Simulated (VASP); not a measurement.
## SnS: single point with PBEsol

**Measured values to compare with.**

“Linear dichroism of the optical properties of SnS and SnSe van der Waals crystals”, 2024, arxiv:2409.17412 reports, for a bulk crystal of SnS at 300 K: band gap 1.09 eV (indirect).

Crystal: SnS.

```xyz
8
Lattice="11.0983 0.0000 0.0000 0.0000 3.9849 0.0000 0.0000 0.0000 4.2299" Properties=species:S:1:pos:R:3 pbc="T T T"
Sn    1.3158    0.9962    0.4665
Sn    4.2334    2.9886    2.5815
Sn    6.8649    0.9962    1.6484
Sn    9.7825    2.9886    3.7633
S     9.4702    0.9962    2.0069
S     7.1772    2.9886    4.1218
S     3.9210    0.9962    0.1080
S     1.6281    2.9886    2.2230
```

```yaml
Program: VASP 6.6.1
Task: single point
Functional: PBEsol
Potentials_or_basis: VASP PAW PBE potentials, release 64 (Sn_d, S)
Cutoff: 500 eV
k_mesh: 4 × 8 × 6
Occupations: fermi-dirac, width 0.02 eV
Spin: no spin polarisation
```

```
Pressure               : 0.0 GPa
Largest force          : 0.010 eV/Å
Band gap on the k mesh : 0.73 eV (least direct gap 1.08 eV)
```

Forces on the atoms (eV/Å):
```
Sn  -0.006  0.000 -0.008
Sn   0.006  0.000 -0.008
Sn  -0.006  0.000  0.008
Sn   0.006  0.000  0.008
S    0.003  0.000 -0.004
S   -0.003  0.000 -0.004
S    0.003  0.000  0.004
S   -0.003  0.000  0.004
```

Levels at points of the mesh, in eV from the valence-band top:
| k point | band 38 | band 39 | band 40 | band 41 | band 42 | band 43 |
| --- | --- | --- | --- | --- | --- | --- |
| (0.00, 0.00, 0.00) | -1.30 | -0.81 | -0.67 | 0.73 | 2.96 | 3.00 |
| (0.50, 0.00, 0.00) | -2.24 | -0.70 | -0.70 | 2.61 | 2.61 | 2.77 |
| (0.00, 0.50, 0.00) | -1.04 | -0.77 | -0.77 | 1.10 | 1.10 | 1.72 |
| (0.50, 0.50, 0.00) | -1.00 | -1.00 | -1.00 | 1.58 | 1.58 | 1.58 |
| (0.00, 0.00, 0.50) | -0.95 | -0.09 | -0.09 | 1.41 | 1.41 | 1.86 |
| (0.50, 0.00, 0.50) | -0.72 | 0.00 | 0.00 | 1.29 | 1.29 | 1.81 |
| (0.00, 0.50, 0.50) | -2.57 | -1.59 | -1.59 | 2.74 | 2.74 | 3.01 |
| (0.50, 0.50, 0.50) | -1.77 | -1.77 | -1.77 | 2.54 | 2.54 | 2.54 |

It took 3.4 min on 1 thread of Intel(R) Xeon(R) 6975P-C (Granite Rapids), on a shared host, peak memory 0.5 GiB.

Against the measured gap of SnS, 1.09 eV (indirect; 300 K; “Linear dichroism of the optical properties of SnS and SnSe van der Waals crystals”, 2024, arxiv:2409.17412), the calculated 0.73 eV is off by -0.36 eV. 2 values of this kind are on record (1.09 to 1.16 eV); this one was drawn at random. Spin-orbit coupling on Sn is left out. The value is that of PBEsol on a finite k mesh, which can miss the band edges, without temperature or zero-point motion. Semilocal functionals fall short of measured gaps as a rule.

Caveat: the PAW data sets were made with another functional, which shifts forces and pressure a little; spin-orbit coupling is left out, which moves the levels of the heavy elements.
